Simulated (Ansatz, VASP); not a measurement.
## BeAu3: VASP beside Ansatz

INCAR

```
PREC = Accurate ; ENCUT = 520
EDIFF = 1E-7 ; ISMEAR = 0
SIGMA = 0.1 ; LREAL = False
LASPH = True ; NELM = 80
ALGO = Normal ; ISIF = 2
LWAVE = False ; LCHARG = False
GGA = PS ; NBANDS = 26
```

File KPOINTS:

```
Automatic mesh
0
Gamma
  10 10 10
```

File POSCAR:

```
BeAu3
1.0
    3.8995387002      0.0000000000      0.0000000000
    0.0000000000      3.8995387002      0.0000000000
    0.0000000000      0.0000000000      3.8995387002
Be Au
1 3
Direct
    0.0000000000      0.0000000000      0.0000000000
    0.0000000000      0.5000000000      0.5000000000
    0.5000000000      0.0000000000      0.5000000000
    0.5000000000      0.5000000000      0.0000000000
```

Input for Ansatz:

```yaml
crystal:
  lattice:
    - [3.8995387002, 0.0, 0.0]
    - [0.0, 3.8995387002, 0.0]
    - [0.0, 0.0, 3.8995387002]
  atoms:
    - { symbol: Be, position: [0.0, 0.0, 0.0] }
    - { symbol: Au, position: [0.0, 0.5, 0.5] }
    - { symbol: Au, position: [0.5, 0.0, 0.5] }
    - { symbol: Au, position: [0.5, 0.5, 0.0] }
basis:
  ecutwfc: 420
kpoints:
  mp_grid: { grid: [10, 10, 10] }
hamiltonian:
  xc: pbesol
scf:
  occupations: { method: gaussian, width: 0.1 }
output:
  forces: true
  stress: true
  eigenvalues: true
  populations: true
```

Alike in both runs: task single point; functional PBEsol; k mesh 10 × 10 × 10; occupations gaussian, width 0.1 eV; no spin polarisation.

```csv
,VASP,Ansatz
version,VASP 6.6.1,Ansatz 0.2.0
potentials or method,"VASP PAW PBE potentials, release 64 (Be, Au), cutoff 520 eV","scalar-relativistic, plane waves, PAW"
valence electrons in the cell,35,59
```

Ansatz gave:

| Item | Value |
| --- | --- |
| gap on the k mesh at the Fermi level (eV) | none |
| pressure (GPa) | 6.1 |

Task: Estimate VASP's values.

Result: gap on the k mesh at the Fermi level (eV): none; pressure (GPa): 5.8.

VASP's potentials were made for PBE, not for PBEsol. A gap of «none» marks a metal or a gap that the smearing closes. VASP's potentials hold 35 valence electrons a cell and Ansatz's 59, so a difference there can come from the potentials and not from the codes.

Neither program's run includes spin-orbit coupling.
